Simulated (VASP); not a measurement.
Set up this calculation in VASP 6.6.1, as the native input.

```yaml
Task: single point
Functional: PBE
Potentials_or_basis: VASP PAW PBE potentials, release 64 (Te, Mo_sv)
Cutoff: 520 eV
k_mesh: 4 × 4 × 4
Occupations: gaussian, width 0.1 eV
Spin: no spin polarisation
Dipole_correction: no
Further_INCAR_settings: ALGO = Normal; EDIFF = 1e-07; NBANDS = 31
```

The structure of Te5Mo lies in POSCAR:

```
Te5Mo
1.0
    4.9703712800      0.0000000000      0.0000000000
    0.0000000000      4.9703712800      0.0000000000
    0.0000000000      0.0000000000      5.5970832300
Te Mo
5 1
Direct
    0.3382902400      0.0000000000      0.5000000000
    0.6617097600      0.0000000000      0.5000000000
    0.0000000000      0.3382902400      0.5000000000
    0.0000000000      0.6617097600      0.5000000000
    0.5000000000      0.5000000000      0.5000000000
    0.0000000000      0.0000000000      0.0000000000
```

The cell was generated, and may not be a known phase.

The input as run:

INCAR

```
SYSTEM = Te5Mo
PREC = Accurate
ENCUT = 520
EDIFF = 1E-7
ISMEAR = 0
SIGMA = 0.1
LREAL = .False.
LASPH = .True.
NELM = 80
ALGO = Normal
ISIF = 2
LWAVE = .False.
LCHARG = .True.
GGA = PE
LELF = .True.
LVHAR = .True.
NBANDS = 31
```

KPOINTS

```
regular mesh
0
Gamma
  4 4 4
  0 0 0
```

Potentials or basis: VASP PAW PBE potentials, release 64 (Te, Mo_sv).

The run is started by

```console
$ cat potpaw_PBE.64/Te/POTCAR potpaw_PBE.64/Mo_sv/POTCAR > POTCAR
$ mpirun -np 1 vasp_std > vasp.out
```

It gave:

* Pressure: 216.5 GPa
* Largest force: 106.866 eV/Å
* Band gap on the k mesh: zero (bands 22 and 23 overlap by 0.33 eV)

Caveat: atoms lie so close that the PAW spheres overlap strongly, which falsifies energies and pressures; the stress differs along the axes, from -13 to 331 GPa; spin-orbit coupling is left out, which moves the levels of the heavy elements; forces of over 1 eV/Å act on the atoms, so gaps and moduli don't describe the material at rest.

Wall time 4 min on 1 thread of Intel Xeon 8259CL (shared host), peak memory 0.24 GiB.
